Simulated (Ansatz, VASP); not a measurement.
## Two plane-wave programs on LiCl

```
Li Cl
1.0
     0.00000    2.73304    2.73304
     2.73304    0.00000    2.73304
     2.73304    2.73304    0.00000
Li Cl
1 1
Direct
  0.00000 0.00000 0.00000
  0.25000 0.25000 0.25000
```

Alike in both runs: task single point; functional r2SCAN; k mesh 8 × 8 × 8; no spin polarisation.

```csv
,VASP,Ansatz
version,VASP 6.6.1,Ansatz 0.2.0
potentials or method,"VASP PAW PBE potentials, release 64 (Li_sv, Cl)","plane waves, PAW"
plane-wave cutoff (eV),520,500
occupations,"gaussian, width 0.01 eV",fixed
valence electrons in the cell,10,10
```

```csv
,VASP,Ansatz,Ansatz less VASP
gap on the k mesh at the Fermi level (eV),6.77,6.71,-0.057
```

VASP's potentials were made for PBE, not for r2SCAN.

Noted on VASP's run: the cutoff is under 1.25 times that of the potentials, so the pressure is a little rough.
